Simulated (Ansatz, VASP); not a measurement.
# Two plane-wave programs on CuP

```xyz
2
Lattice="0.0000 2.6010 2.6010 2.6010 0.0000 2.6010 2.6010 2.6010 0.0000" Properties=species:S:1:pos:R:3 pbc="T T T"
Cu    0.0000    0.0000    0.0000
P     1.3005    1.3005    1.3005
```

Alike in both runs: functional PBE; k mesh 18 × 18 × 18; occupations gaussian, width 0.1 eV; no spin polarisation.

Ansatz relaxed the structure, and its values are those at the end. VASP's run is a single point on that final structure, the one shown.

```csv
,VASP,Ansatz
version,VASP 6.6.1,Ansatz 0.2.0
potentials or method,"VASP PAW PBE potentials, release 64 (Cu_sv_GW, P), cutoff 820 eV","scalar-relativistic, plane waves, PAW"
valence electrons in the cell,24,24
```

VASP gave:

```
gap on the k mesh at the Fermi level (eV) : none
pressure (GPa)                            : -0.3
```

Question: Which values does Ansatz return?

Answer: gap on the k mesh at the Fermi level (eV): none; pressure (GPa): 0.0.

A gap of «none» marks a metal or a gap that the smearing closes.
